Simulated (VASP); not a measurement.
# Al3Cu2 (P-3m1) in VASP: further runs

Al3Cu2 is run at these levels: PBEsol; tasks: single point.

All numbers are computed with VASP 6.6.1; they aren't measurements. Logs are shortened: lines on timing, memory, paths and dates and some standing lists are left out, and cuts for length are marked.

## 1. The cell of the first run

The structure is trigonal, space group P-3m1 (No. 164). The conventional cell has a = 4.017 Å, b = 4.017 Å, c = 4.882 Å, α = 90.00°, β = 90.00°, γ = 120.00°. Within 3.2 Å of Al (site symmetry -3m) lie 6 Cu at 2.44 Å and 6 Al at 2.89 Å. Within 3.2 Å of Al (site symmetry 3m) lie 5 Cu at 2.40 to 2.51 Å and 6 Al at 2.73 to 2.89 Å. Within 3.2 Å of Cu (site symmetry 3m) lie 8 Al at 2.40 to 2.51 Å and 3 Cu at 2.78 Å.

## 2. Single point, PBEsol (equal strain along all axes, cell held: -2.0 %, then relaxed in part)

INCAR

```
PREC = Accurate
ENCUT = 520
EDIFF = 1E-7
ISMEAR = 0
SIGMA = 0.1
LREAL = False
LASPH = True
NELM = 100
ALGO = Fast
ISIF = 2
LWAVE = False
LCHARG = False
GGA = PS
NBANDS = 24
```

KPOINTS

```
Automatic mesh
0
Gamma
  12 12 8
```

POSCAR

```
Al3Cu2
1.0
    4.0166138894      0.0000000000      0.0000000000
   -2.0083069447      3.4784896654      0.0000000000
    0.0000000000      0.0000000000      4.8824588256
Al Cu
3 2
Direct
    0.0000000000      0.0000000000      0.0000000000
    0.3333333333      0.6666666667      0.3524894551
    0.6666666667      0.3333333333      0.6475105449
    0.3333333333      0.6666666667      0.8433130502
    0.6666666667      0.3333333333      0.1566869498
```

Potentials or basis: VASP PAW PBE potentials, release 64 (Al, Cu).

Started as:

```sh
> cat potpaw_PBE.64/Al/POTCAR potpaw_PBE.64/Cu/POTCAR > POTCAR
> mpirun -np 1 vasp_std > vasp.out
```

OUTCAR:

```text
PREC = Accurate
   ENCUT = 520
   EDIFF = 1E-7
   ISMEAR = 0
   LREAL = False
   LASPH = True
   NELM = 100
   ISIF = 2
   GGA = PS

 ion  position               nearest neighbor table
   1  0.000  0.000  0.000-   4 2.44   5 2.44   4 2.44   5 2.44   5 2.44   4 2.44   2 2.89   3 2.89
                             2 2.89   3 2.89   2 2.89   3 2.89
   2  0.333  0.667  0.352-   4 2.40   4 2.49   5 2.51   5 2.51   5 2.51   3 2.73   3 2.73   3 2.73
                             1 2.89   1 2.89   1 2.89
   3  0.667  0.333  0.648-   5 2.40   5 2.49   4 2.51   4 2.51   4 2.51   2 2.73   2 2.73   2 2.73
                             1 2.89   1 2.89   1 2.89
   4  0.333  0.667  0.843-   2 2.40   1 2.44   1 2.44   1 2.44   2 2.49   3 2.51   3 2.51   3 2.51
                             5 2.78   5 2.78   5 2.78
   5  0.667  0.333  0.157-   3 2.40   1 2.44   1 2.44   1 2.44   3 2.49   2 2.51   2 2.51   2 2.51
                             4 2.78   4 2.78   4 2.78

  LATTYP: Found a hexagonal cell.
 ALAT       =     4.0166138894
 C/A-ratio  =     1.2155658871

  Lattice vectors:

 A1 = (   4.0166138894,   0.0000000000,   0.0000000000)
 A2 = (  -2.0083069447,   3.4784896654,   0.0000000000)
 A3 = (   0.0000000000,   0.0000000000,   4.8824588256)

Analysis of symmetry for initial positions (statically):
=====================================================================
 Subroutine PRICEL returns:
 Original cell was already a primitive cell.

 Routine SETGRP: Setting up the symmetry group for a
 hexagonal supercell.

 Subroutine GETGRP returns: Found 12 space group operations
 (whereof 12 operations were pure point group operations)
 out of a pool of 24 trial point group operations.

The static configuration has the point symmetry D_3d.

Analysis of symmetry for dynamics (positions and initial velocities):
=====================================================================
 Subroutine PRICEL returns:
 Original cell was already a primitive cell.

 Routine SETGRP: Setting up the symmetry group for a
 hexagonal supercell.

 Subroutine GETGRP returns: Found 12 space group operations
 (whereof 12 operations were pure point group operations)
 out of a pool of 24 trial point group operations.

The dynamic configuration has the point symmetry D_3d.

 Subroutine INISYM returns: Found 12 space group operations
 (whereof 12 operations are pure point group operations),
 and found     1 'primitive' translations

----------------------------------------------------------------------------------------

                                     Primitive cell

  volume of cell :      68.2165

  direct lattice vectors                    reciprocal lattice vectors
     4.016613889  0.000000000  0.000000000     0.248965927  0.143740545  0.000000000
    -2.008306945  3.478489665  0.000000000     0.000000000  0.287481090  0.000000000
     0.000000000  0.000000000  4.882458826     0.000000000  0.000000000  0.204814835

  length of vectors
     4.016613889  4.016613889  4.882458826     0.287481090  0.287481090  0.204814835

  position of ions in fractional coordinates (direct lattice)
     0.000000000  0.000000000  0.000000000
     0.333333333  0.666666667  0.352489455
     0.666666667  0.333333333  0.647510545
     0.333333333  0.666666667  0.843313050
     0.666666667  0.333333333  0.156686950

  ion indices of the primitive-cell ions
   primitive index   ion index
                 1           1
                 2           2
                 3           3
                 4           4
                 5           5

----------------------------------------------------------------------------------------

 KPOINTS: Automatic mesh

Automatic generation of k-mesh.
 Grid dimensions read from file:
 generate k-points for:   12   12    8

 Generating k-lattice:

  Cartesian coordinates                     Fractional coordinates (reciprocal lattice)
     0.020747161  0.011978379  0.000000000     0.083333333  0.000000000  0.000000000
     0.000000000  0.023956757  0.000000000     0.000000000  0.083333333  0.000000000
     0.000000000  0.000000000  0.025601854     0.000000000  0.000000000  0.125000000

  Length of vectors
     0.023956757  0.023956757  0.025601854

  Shift w.r.t. Gamma in fractional coordinates (k-lattice)
     0.000000000  0.000000000  0.000000000

 Subroutine IBZKPT returns following result:
 ===========================================

 Found    131 irreducible k-points:

 Following reciprocal coordinates:
            Coordinates               Weight
  0.000000  0.000000  0.000000      1.000000
  0.083333 -0.000000  0.000000      6.000000
  0.166667 -0.000000  0.000000      6.000000
  0.250000 -0.000000  0.000000      6.000000
  0.333333  0.000000  0.000000      6.000000
  0.416667 -0.000000  0.000000      6.000000
[... 16 lines left out ...]
  0.166667 -0.000000  0.125000      6.000000
  0.000000  0.166667  0.125000      6.000000
 [... further k-points ...]
   k-points           NKPTS =    131   k-points in BZ     NKDIM =    131   number of bands    NBANDS=     24
   number of dos      NEDOS =    301   number of ions     NIONS =      5
   total plane-waves  NPLWV =  32400
   dimension x,y,z NGX =    30 NGY =   30 NGZ =   36
   dimension x,y,z NGXF=    60 NGYF=   60 NGZF=   72
   ions per type =               3   2
   NGX,Y,Z   is equivalent  to a cutoff of  12.42, 12.42, 12.26 a.u.
   NGXF,Y,Z  is equivalent  to a cutoff of  24.83, 24.83, 24.52 a.u.
 SYSTEM =  unknown system
   PREC   = accura    normal or accurate (medium, high low for compatibility)
   ISTART =      0    job   : 0-new  1-cont  2-samecut
   ICHARG =      2    charge: 1-file 2-atom 10-const
   ISPIN  =      1    spin polarized calculation?
   LNONCOLLINEAR =      F non collinear calculations
   LSORBIT =      F    spin-orbit coupling
   LASPH  =      T    aspherical Exc in radial PAW
   ENCUT  =  520.0 eV  38.22 Ry    6.18 a.u.   7.47  7.47  9.08*2*pi/ulx,y,z
   NELM   =    100;   NELMIN=  2; NELMDL= -5     # of ELM steps
   EDIFF  = 0.1E-06   stopping-criterion for ELM
   LREAL  =      F    real-space projection
   EDIFFG = 0.1E-05   stopping-criterion for IOM
   NSW    =      0    number of steps for IOM
   IBRION =     -1    ionic relax: 0-MD 1-quasi-New 2-CG
   NFREE  =      0    steps in history (QN), initial steepest desc. (CG)
   ISIF   =      2    stress and relaxation
   ISYM   =      2    0-nonsym 1-usesym 2-fastsym
   POTIM  = 0.5000    time-step for ionic-motion
   TEBEG  =    0.0;   TEEND  =   0.0 temperature during run
   PSTRESS=    0.0 pullay stress
   NELECT =      31.0000    total number of electrons
   NUPDOWN=      -1.0000    fix difference up-down
   EMIN   =  10.00;   EMAX   =-10.00  energy-range for DOS
   EFERMI =   0.00;   METHOD = LEGACY
   ISMEAR =     0;   SIGMA  =   0.10  broadening in eV -4-tet -1-fermi 0-gaus
   EFERMI_NEDOS =   21; number of points for ismear=-14 and -15
   IALGO  =     68    algorithm
   IMIX   =      4    mixing-type and parameters
     AMIX     =   0.40;   BMIX     =  1.00
     AMIX_MAG =   1.60;   BMIX_MAG =  1.00
  volume/ion in A,a.u.               =      13.64        92.07
  Fermi-wavevector in a.u.,A,eV,Ry     =   1.258632  2.378470 21.553747  1.584156
  Thomas-Fermi vector in A             =   2.392232
   LORBIT       =      0    0 simple, 1 ext, 2 COOP (PROOUT), +10 PAW based schemes
   GGA     = PS    functional components
   LHFCALC =     F    Hartree Fock is set to
   AEXX    =    0.0000 exact exchange contribution
   IVDW    =     0    specifies the selected vdW correction
   LEPSILON=     F    determine dielectric tensor
   LRPA    =     F    only Hartree local field effects (RPA)
 non-spin polarized calculation
 RMM-DIIS sequential band-by-band and
 Gauss-broadening in eV      SIGMA  =   0.10
  energy-cutoff  :      520.00
  volume of cell :       68.22
 maximum number of plane-waves:      1861
 NGX is ok and might be reduce to    30
   NGX = 15   NGY = 15   NGZ = 19

 number of electron      31.0000030 magnetization

 Free energy of the ion-electron system (eV)
  ---------------------------------------------------
  ext. energy  EPLUGINS =         0.00000000
  ---------------------------------------------------
  free energy    TOTEN  =       -21.61085809 eV

  energy without entropy =      -21.60492912  energy(sigma->0) =      -21.60789360

 E-fermi :   9.0343     XC(G=0): -11.3362

 val. band max:        9.0325010316   @ k =  -0.0833   0.5000   0.2500
 cond. band min:       9.0649791860   @ k =   0.3333   0.0833   0.0000
 fundamental gap:      0.0324781544
 Fermi energy:         9.0343085580

 k-point     1 :       0.0000    0.0000    0.0000
  band No.  band energies     occupation
      1      -2.7080      2.00000
      2       2.2696      2.00000
      3       2.8386      2.00000
      4       3.3258      2.00000
      5       3.3258      2.00000
      6       3.6922      2.00000
[... 16 lines left out ...]
     23      14.9911      0.00000
     24      14.9911      0.00000

 k-point     2 :       0.0833   -0.0000    0.0000
  band No.  band energies     occupation
      1      -2.6220      2.00000
      2       2.3118      2.00000
      3       2.8261      2.00000
      4       3.3508      2.00000
      5       3.3534      2.00000
      6       3.6748      2.00000
[... 16 lines left out ...]
     23      14.7284      0.00000
     24      14.7994      0.00000

 k-point     3 :       0.1667   -0.0000    0.0000
  band No.  band energies     occupation
      1      -2.3653      2.00000
      2       2.4219      2.00000
      3       2.7737      2.00000
      4       3.4073      2.00000
      5       3.4334      2.00000
      6       3.6292      2.00000
[... 16 lines left out ...]
     23      14.4209      0.00000
     24      14.8231      0.00000
[... 514 lines left out ...]
 k-point    23 :       0.1667   -0.0000    0.1250
  band No.  band energies     occupation
      1      -2.2730      2.00000
      2       1.9455      2.00000
      3       2.9145      2.00000
      4       3.3285      2.00000
      5       3.4195      2.00000
      6       3.6819      2.00000
[... 16 lines left out ...]
     23      14.8096      0.00000
     24      15.3241      0.00000

 k-point    24 :       0.0000    0.1667    0.1250
  band No.  band energies     occupation
      1      -2.2726      2.00000
      2       1.9317      2.00000
      3       2.8984      2.00000
      4       3.3900      2.00000
      5       3.4177      2.00000
      6       3.6244      2.00000
[... 16 lines left out ...]
     23      14.8282      0.00000
     24      15.1886      0.00000

 [... further k-points ...]

------------------------ aborting loop because EDIFF is reached ----------------------------------------

  FORCE on cell =-STRESS in cart. coord.  units (eV):
  Direction    XX          YY          ZZ          XY          YZ          ZX
  --------------------------------------------------------------------------------------
  -------------------------------------------------------------------------------------
  Total        3.4504763      3.4504763      3.5745466      0.0000000     -0.0000000      0.0000000
  in kB       81.0401495     81.0401495     83.9541470      0.0000000     -0.0000000      0.0000000
  external PRESSURE =      82.0114820 kB  Pullay stress =       0.0000000 kB

 VOLUME and BASIS-vectors are now :
 -----------------------------------------------------------------------------
  energy-cutoff  :      520.00
  volume of cell :       68.22
      direct lattice vectors                 reciprocal lattice vectors
     4.016613889  0.000000000  0.000000000     0.248965927  0.143740545  0.000000000
    -2.008306945  3.478489665  0.000000000     0.000000000  0.287481090  0.000000000
     0.000000000  0.000000000  4.882458826     0.000000000  0.000000000  0.204814835

 POSITION                                       TOTAL-FORCE (eV/Angst)
 -----------------------------------------------------------------------------------
      0.00000      0.00000      0.00000        -0.000000      0.000000      0.000000
     -0.00000      2.31899      1.72102        -0.000000      0.000000      0.003837
      2.00831      1.15950      3.16144         0.000000     -0.000000     -0.003837
     -0.00000      2.31899      4.11744         0.000000     -0.000000     -0.003603
      2.00831      1.15950      0.76502         0.000000      0.000000      0.003603
 -----------------------------------------------------------------------------------
    total drift:                               -0.000000      0.000000      0.000000

  FREE ENERGIE OF THE ION-ELECTRON SYSTEM (eV)
  ---------------------------------------------------
  free  energy   TOTEN  =       -21.6108580853 eV

  energy  without entropy=      -21.6049291222  energy(sigma->0) =      -21.60789360
```

Run time: 5 min. Hardware: 1 thread of Intel Xeon Platinum 8375C at 2.90GHz (Ice Lake), shared host; peak memory 0.3 GiB.

Results:

* Free energy: -21.6109 eV
* Pressure: 8.2 GPa
* Largest force: 0.004 eV/Å

Forces in eV/Å, atoms in the order of the input:
```
Al   0.000  0.000  0.000
Al   0.000  0.000  0.004
Al   0.000  0.000 -0.004
Cu   0.000  0.000 -0.004
Cu   0.000  0.000  0.004
```

Stress tensor (GPa, compression positive):
```
8.10 0.00 0.00
0.00 8.10 0.00
0.00 0.00 8.40
```

Caveat: the cell differs from its parent crystal (equal strain along all axes, cell held: -2.0 %, then relaxed in part); the PAW data sets were made with another functional, which shifts forces and pressure a little.

## 3. Single point, PBEsol (equal strain along all axes, cell held: -1.0 %, then relaxed in part)

INCAR

```
SYSTEM = Al3Cu2
  ALGO = Fast
  EDIFF = 1E-6
  ENCUT = 520
  GGA = PS
  ISIF = 2
  ISMEAR = 0
  LASPH = .TRUE.
  LCHARG = .FALSE.
  LREAL = .FALSE.
  LWAVE = .FALSE.
  NBANDS = 24
  NELM = 80
  PREC = Accurate
  SIGMA = 0.1
```

KPOINTS

```
k-points
0
G
  12 12 8
  0 0 0
```

POSCAR

```
Al3Cu2
1.0
    4.0575997454      0.0000000000      0.0000000000
   -2.0287998727      3.5139844579      0.0000000000
    0.0000000000      0.0000000000      4.9322798340
Al Cu
3 2
Direct
    0.0000000000      0.0000000000      0.0000000000
    0.3333333333      0.6666666667      0.3517619968
    0.6666666667      0.3333333333      0.6482380032
    0.3333333333      0.6666666667      0.8424860938
    0.6666666667      0.3333333333      0.1575139062
```

Potentials or basis: VASP PAW PBE potentials, release 64 (Al, Cu).

Started as:

```sh
> cat potpaw_PBE.64/Al/POTCAR potpaw_PBE.64/Cu/POTCAR > POTCAR
> mpirun -np 1 vasp_std > vasp.out
```

Wall time 3.5 min (1 thread of Intel Xeon Platinum 8375C at 2.90GHz (Ice Lake), shared host); peak memory 0.31 GiB.

The run converged. Its results:

* Free energy: -21.6907 eV
* Pressure: 3.9 GPa
* Largest force: 0.010 eV/Å

Forces on the atoms (eV/Å):
```
Al   0.000  0.000  0.000
Al   0.000  0.000  0.010
Al   0.000  0.000 -0.010
Cu   0.000  0.000  0.005
Cu   0.000  0.000 -0.005
```

Stress tensor (GPa, compression positive):
```
3.79 0.00 0.00
0.00 3.79 0.00
0.00 0.00 3.97
```

Levels at points of the mesh, in eV from the Fermi level:
```tsv
k point	band 12	band 13	band 14	band 15	band 16	band 17	band 18	band 19
(0.00, 0.00, 0.00)	-3.76	-3.73	-0.23	-0.23	1.35	1.35	2.65	2.98
(0.50, 0.00, 0.00)	-4.20	-3.15	-3.07	-2.64	-0.74	0.01	0.35	3.08
(0.00, 0.00, 0.50)	-4.29	1.20	1.20	1.29	1.29	1.78	2.48	2.48
(0.50, 0.00, 0.50)	-4.32	-4.24	-3.60	-1.83	-0.19	0.74	1.01	5.20
```

Caveat: the cell differs from its parent crystal (equal strain along all axes, cell held: -1.0 %, then relaxed in part); the PAW data sets were made with another functional, which shifts forces and pressure a little.
